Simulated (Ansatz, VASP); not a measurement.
BN: VASP beside Ansatz

File POSCAR:

```
BN
1.0
    0.0000000000      1.8130010000      1.8130010000
    1.8130010000      0.0000000000      1.8130010000
    1.8130010000      1.8130010000      0.0000000000
N B
1 1
Direct
    0.2500000000      0.2500000000      0.2500000000
    0.0000000000      0.0000000000      0.0000000000
```

The input INCAR.step1:

```
PREC = Accurate ; ENCUT = 600
EDIFF = 1E-5 ; ISMEAR = -1
SIGMA = 0.05 ; LREAL = False
LASPH = True ; NELM = 60
ALGO = Normal ; LWAVE = True
LCHARG = False ; GGA = PE
NBANDS = 11
```

The input INCAR.step2:

```
PREC = Accurate ; ENCUT = 600
EDIFF = 1E-7 ; ISMEAR = -1
SIGMA = 0.05 ; LREAL = False
LASPH = True ; NELM = 60
ALGO = Normal ; ISIF = 3
LWAVE = False ; LCHARG = False
GGA = PS ; LHFCALC = True
AEXX = 0.25 ; PRECFOCK = Normal
IBRION = 2 ; NSW = 60
EDIFFG = -0.01 ; ISTART = 1
```

File KPOINTS:

```
Automatic mesh
0
Gamma
  7 7 7
```

Contents of input.yaml:

```yaml
crystal:
  lattice:
    - [0.0, 1.813001, 1.813001]
    - [1.813001, 0.0, 1.813001]
    - [1.813001, 1.813001, 0.0]
  atoms:
    - { symbol: "N", position: [0.25, 0.25, 0.25] }
    - { symbol: B, position: [0.0, 0.0, 0.0] }
hamiltonian:
  xc: { exchange: pbesol, correlation: pbesol, exx: { coeff: 0.25 } }
  pseudopotentials: { kind: paw }
kpoints:
  mp_grid: { grid: [7, 7, 7] }
scf:
  occupations: { method: fermi_dirac, width: 0.05 }
output:
  forces: true
  stress: true
relax:
  f_tol: 0.01
  max_steps: 40
  cell: { stress_tol: 0.05 }
```

Alike in both runs: task relaxation of cell and atoms; functional PBEsol-based global hybrid; k mesh 7 × 7 × 7; occupations fermi-dirac, width 0.05 eV; no spin polarisation.

|  | VASP | Ansatz |
| --- | --- | --- |
| version | VASP 6.6.1 | Ansatz 0.2.0 |
| potentials or method | VASP PAW PBE potentials, release 64 (N, B) | Ansatz PAW |
| plane-wave cutoff (eV) | 600 | 420 |
| valence electrons in the cell | 8 | 8 |

```tsv
	VASP	Ansatz	Ansatz less VASP
gap on the k mesh at the Fermi level, each at its own relaxed structure (eV)	6.75	6.75	-0.001
relaxed volume (Å³/atom)	5.76	5.76	-0.009
relaxed cell length with the largest relative difference (Å)	2.536	2.534	-0.0014
```

VASP's potentials were made for PBE, not for PBEsol-based global hybrid.

The k mesh is coarse, so the values compare programs but aren't converged. Noted on Ansatz's run: odd divisions of the mesh miss points on the zone boundary, where band edges often lie, so the gap on the mesh can be too wide; the plane-wave basis is chosen anew once the cell has moved, so the energies of steps on either side of that aren't comparable.
